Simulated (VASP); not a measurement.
Here is a VASP 6.6.1 calculation.

The input POSCAR:

```
TiSi2
1.0
   -1.4728720000      1.7121300000      4.2120830000
    1.4728720000     -1.7121300000      4.2120830000
    1.4728720000      1.7121300000     -4.2120830000
Ti Si
1 2
Direct
    0.0000000000      0.0000000000      0.0000000000
    0.6700780000      0.6700780000      0.0000000000
    0.3299220000      0.3299220000      0.0000000000
```

INCAR.step1

```
PREC = Accurate
ENCUT = 520
EDIFF = 1E-5
ISMEAR = -1
SIGMA = 0.05
LREAL = False
LASPH = True
NELM = 80
ALGO = Normal
ISIF = 2
LWAVE = True
GGA = PE
NBANDS = 17
LUSENCCL = False
```

INCAR.step2

```
PREC = Accurate
ENCUT = 520
EDIFF = 1E-6
ISMEAR = -1
SIGMA = 0.05
LREAL = False
LASPH = True
NELM = 80
ALGO = Normal
ISIF = 2
LWAVE = False
LCHARG = True
GGA = PE
LHFCALC = True
AEXX = 0.25
HFSCREEN = 0.2
PRECFOCK = Normal
LELF = True
LVHAR = True
ISTART = 1
NBANDS = 17
LUSENCCL = False
```

File KPOINTS:

```
regular mesh
0
Gamma
  6 6 6
```

Potentials or basis: VASP PAW PBE potentials, release 64 (Ti_sv, Si).

Command:

```sh
$ cat potpaw_PBE.64/Ti_sv/POTCAR potpaw_PBE.64/Si/POTCAR > POTCAR
$ cp INCAR.step1 INCAR
$ mpirun -np 1 vasp_std > vasp.out
$ cp INCAR.step2 INCAR
$ mpirun -np 1 vasp_std > vasp.out
```

Q: Estimate the largest force.

A: 0.175 eV/Å.

Q: What does it give for the pressure?

A: -3.3 GPa.

Stress tensor (GPa, compression positive):
```
-1.15  0.00  0.00
 0.00 -3.76  0.00
 0.00  0.00 -4.94
```

Caveat: the k points lie up to 0.38 Å⁻¹ apart, too coarse for converged energies and pressures of a metal; the PAW data sets were made with another functional, which shifts forces and pressure a little.
